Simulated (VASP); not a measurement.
# Tl (Fm-3m) in VASP: a series of runs, part 2 of 2

VASP 6.6.1.

### Step 3. Single point, PBE (volume scaled by 1.04)

INCAR reads:

```
SYSTEM = Tl
PREC     = Accurate       ! precision mode
ENCUT    = 520            ! plane-wave cutoff, eV
EDIFF    = 1E-7           ! SCF threshold, eV
ISMEAR   = -1             ! smearing method
SIGMA    = 0.05           ! smearing width, eV
LREAL    = .FALSE.        ! projectors in reciprocal space
LASPH    = .TRUE.         ! aspherical terms in the spheres
NELM     = 100            ! most SCF steps
ALGO     = Normal         ! electronic algorithm
ISIF     = 2              ! what is computed and relaxed
LWAVE    = .FALSE.        ! write WAVECAR
LCHARG   = .FALSE.        ! write CHGCAR
GGA      = PE             ! functional
NBANDS   = 12             ! bands
```

KPOINTS reads:

```
regular mesh
0
G
  9 9 9
  0 0 0
```

POSCAR reads:

```
Tl
1.0
    0.0000000000      2.4987968132      2.4987968132
    2.4987968132      0.0000000000      2.4987968132
    2.4987968132      2.4987968132      0.0000000000
Tl
1
Direct
    0.0000000000      0.0000000000      0.0000000000
```

Potentials or basis: VASP PAW PBE potentials, release 64 (Tl_d).

Launch:

```console
> cat potpaw_PBE.64/Tl_d/POTCAR > POTCAR
> mpirun -np 1 vasp_std > vasp.out
```

OUTCAR:

```text
SYSTEM = Tl
   PREC = Accurate
   ENCUT = 520
   EDIFF = 1E-7
   ISMEAR = -1
   LREAL = .FALSE.
   LASPH = .TRUE.
   NELM = 100
   ISIF = 2
   GGA = PE

 ion  position               nearest neighbor table
   1  0.000  0.000  0.000-

  LATTYP: Found a face centered cubic cell.
 ALAT       =     4.9975936264

  Lattice vectors:

 A1 = (   0.0000000000,   2.4987968132,   2.4987968132)
 A2 = (   2.4987968132,   0.0000000000,   2.4987968132)
 A3 = (   2.4987968132,   2.4987968132,   0.0000000000)

Analysis of symmetry for initial positions (statically):
=====================================================================
 Subroutine PRICEL returns:
 Original cell was already a primitive cell.

 Routine SETGRP: Setting up the symmetry group for a
 face centered cubic supercell.

 Subroutine GETGRP returns: Found 48 space group operations
 (whereof 48 operations were pure point group operations)
 out of a pool of 48 trial point group operations.

The static configuration has the point symmetry O_h .

Analysis of symmetry for dynamics (positions and initial velocities):
[... 165 lines left out ...]
      1      -5.8097      2.00000
      2      -5.8097      2.00000
      3      -5.8097      2.00000
      4      -5.5896      2.00000
      5      -5.5896      2.00000
      6      -3.7796      2.00000
      7      15.2409      0.00000
      8      15.2409      0.00000
      9      15.2409      0.00000
     10      16.5140      0.00000
     11      18.9701      0.00000
     12      19.9818      0.00000
[... 331 lines left out ...]
 k-point    24 :       0.4444    0.4444    0.0000
  band No.  band energies     occupation
      1      -6.0797      2.00000
      2      -5.9811      2.00000
      3      -5.4103      2.00000
      4      -5.3540      2.00000
      5      -5.3540      2.00000
      6       1.2463      2.00000
      7       4.8913      2.00000
      8       9.6856      0.00000
      9       9.6856      0.00000
     10      12.8547      0.00000
     11      14.1909      0.00000
     12      25.2192      0.00000

 [... further k-points ...]

------------------------ aborting loop because EDIFF is reached ----------------------------------------

  FORCE on cell =-STRESS in cart. coord.  units (eV):
  Direction    XX          YY          ZZ          XY          YZ          ZX
  --------------------------------------------------------------------------------------
  -------------------------------------------------------------------------------------
  Total       -0.0088316     -0.0088316     -0.0088316     -0.0000000     -0.0000000      0.0000000
  in kB       -0.4534502     -0.4534502     -0.4534502     -0.0000000     -0.0000000      0.0000000
  external PRESSURE =      -0.4534502 kB  Pullay stress =       0.0000000 kB

 VOLUME and BASIS-vectors are now :
 -----------------------------------------------------------------------------
  energy-cutoff  :      520.00
  volume of cell :       31.20
      direct lattice vectors                 reciprocal lattice vectors
     0.000000000  2.498796813  2.498796813    -0.200096301  0.200096301  0.200096301
     2.498796813  0.000000000  2.498796813     0.200096301 -0.200096301  0.200096301
     2.498796813  2.498796813  0.000000000     0.200096301  0.200096301 -0.200096301

 POSITION                                       TOTAL-FORCE (eV/Angst)
 -----------------------------------------------------------------------------------
      0.00000      0.00000      0.00000         0.000000      0.000000      0.000000
 -----------------------------------------------------------------------------------
    total drift:                               -0.000000     -0.000000     -0.000000

  FREE ENERGIE OF THE ION-ELECTRON SYSTEM (eV)
  ---------------------------------------------------
  free  energy   TOTEN  =        -2.2113627942 eV

  energy  without entropy=       -2.2064629965  energy(sigma->0) =       -2.20891290
```

OSZICAR:

```text
N       E                     dE             d eps       ncg     rms          rms(c)
DAV:   1     0.499052701097E+02    0.49905E+02   -0.65649E+03   888   0.918E+02
DAV:   2    -0.168576588602E+01   -0.51591E+02   -0.50792E+02   956   0.210E+02
DAV:   3    -0.222993913581E+01   -0.54417E+00   -0.54384E+00  1028   0.197E+01
DAV:   4    -0.223249451516E+01   -0.25554E-02   -0.25553E-02   996   0.155E+00
DAV:   5    -0.223252688656E+01   -0.32371E-04   -0.32371E-04  1028   0.169E-01    0.164E+00
DAV:   6    -0.221435486992E+01    0.18172E-01   -0.30159E-02  1008   0.159E+00    0.119E+00
DAV:   7    -0.221145438907E+01    0.29005E-02   -0.98639E-03   984   0.905E-01    0.530E-01
DAV:   8    -0.221135611319E+01    0.98276E-04   -0.38332E-04   996   0.185E-01    0.301E-02
DAV:   9    -0.221136019865E+01   -0.40855E-05   -0.48614E-06  1004   0.204E-02    0.104E-02
DAV:  10    -0.221136281129E+01   -0.26126E-05   -0.21021E-06  1016   0.134E-02    0.827E-04
DAV:  11    -0.221136279416E+01    0.17127E-07   -0.43577E-08   648   0.145E-03
   1 F= -.22113628E+01 E0= -.22089129E+01  d E =-.489980E-02
```

It took 23 s on 1 thread of Intel Xeon Platinum 8175M at 2.50GHz (Skylake/Cascade Lake), shared host; peak memory 0.15 GiB.

Results:

* Free energy: -2.2114 eV
* Pressure: 0.0 GPa

Levels at points of the mesh, in eV from the Fermi level:
| k point | band 2 | band 3 | band 4 | band 5 | band 6 | band 7 | band 8 | band 9 | band 10 | band 11 |
| --- | --- | --- | --- | --- | --- | --- | --- | --- | --- | --- |
| (0.00, 0.00, 0.00) | -11.48 | -11.48 | -11.26 | -11.26 | -9.45 | 9.57 | 9.57 | 9.57 | 10.84 | 13.30 |

Caveat: spin-orbit coupling is left out, which moves the levels of the heavy elements.

### Step 4. Single point, PBE (volume scaled by 1.06)

INCAR reads:

```
ALGO = Normal
EDIFF = 1E-6
ENCUT = 520
GGA = PE
ISIF = 2
ISMEAR = -1
LASPH = T
LCHARG = F
LREAL = F
LWAVE = F
NBANDS = 12
NELM = 60
PREC = Accurate
SIGMA = 0.05
```

KPOINTS reads:

```
k-points
0
Gamma
  9 9 9
```

POSCAR reads:

```
Tl
1.0
    0.0000000000      2.5147131456      2.5147131456
    2.5147131456      0.0000000000      2.5147131456
    2.5147131456      2.5147131456      0.0000000000
Tl
1
Direct
    0.0000000000      0.0000000000      0.0000000000
```

Launch:

```console
> cat potpaw_PBE.64/Tl_d/POTCAR > POTCAR
> mpirun -np 1 vasp_std > vasp.out
```

Wall time 23 s (1 thread of Intel Xeon Platinum 8175M at 2.50GHz (Skylake/Cascade Lake), shared host); peak memory 0.16 GiB.

Results (log left out):

- Free energy: -2.2106 eV
- Pressure: -0.5 GPa

Levels at points of the mesh, in eV from the Fermi level:
| k point | band 4 | band 5 | band 6 | band 7 | band 8 | band 9 |
| --- | --- | --- | --- | --- | --- | --- |
| (0.00, 0.00, 0.00) | -11.26 | -11.26 | -9.34 | 9.41 | 9.41 | 9.41 |

Caveat: spin-orbit coupling is left out, which moves the levels of the heavy elements.

### Step 5. Overview

```csv
cell,gap on the mesh (eV),pressure (GPa)
"a = 3.511 Å, angles 60.0°, 1 atom",none,0.5
"a = 3.534 Å, angles 60.0°, 1 atom",none,0.0
"a = 3.556 Å, angles 60.0°, 1 atom",none,-0.5
```

Alike in all rows: task single point; level PBE; potentials or basis VASP PAW PBE potentials, release 64 (Tl_d); no spin polarisation; k mesh 9 × 9 × 9; cutoff (eV) 520; smearing fermi-dirac 0.05 eV.

Caveats: spin-orbit coupling is left out, which moves the levels of the heavy elements.

Total energies depend on the potentials used, so only differences within one code and one set of settings carry meaning.
